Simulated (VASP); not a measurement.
Write the native input for VASP 6.6.1 that does the following.

- Task: single point
- Functional: PBEsol
- Potentials or basis: VASP PAW PBE potentials, release 64 (Zr_sv)
- Cutoff: 520 eV
- k mesh: 6 × 6 × 4
- Occupations: gaussian, width 0.1 eV
- Spin: no spin polarisation
- Dipole correction: no
- Further INCAR settings: ALGO = Normal; EDIFF = 1e-07; NBANDS = 32

The structure of Zr lies in POSCAR:

```
Zr
1.0
    4.9036509915      0.0000000000      0.0000000000
   -2.4518254958      4.2466863300      0.0000000000
    0.0000000000      0.0000000000      4.9230314595
Zr
4
Direct
    0.0000000000      0.0000000000      0.2500000000
    0.0000000000      0.0000000000      0.7500000000
    0.3333333333      0.6666666667      0.7500000000
    0.6666666667      0.3333333333      0.2500000000
```

One way to write it, as run:

INCAR

```
SYSTEM = Zr
PREC = Accurate ; ENCUT = 520
EDIFF = 1E-7 ; ISMEAR = 0
SIGMA = 0.1 ; LREAL = .FALSE.
LASPH = .TRUE. ; NELM = 80
ALGO = Normal ; ISIF = 2
LWAVE = .FALSE. ; LCHARG = .FALSE.
GGA = PS ; NBANDS = 32
```

KPOINTS

```
regular mesh
0
G
  6 6 4
  0 0 0
```

Potentials or basis: VASP PAW PBE potentials, release 64 (Zr_sv).

Run with:

```bash
$ cat potpaw_PBE.64/Zr_sv/POTCAR > POTCAR
$ mpirun -np 1 vasp_std > vasp.out
```

Results of the run:

```yaml
Pressure: 0.1 GPa
Band_gap_on_the_k_mesh: zero (bands 24 and 25 overlap by 1.02 eV)
```

Caveat: the PAW data sets were made with another functional, which shifts forces and pressure a little.

Run time: 100 s on 1 thread of Intel Xeon 8259CL (shared host), peak memory 0.23 GiB.
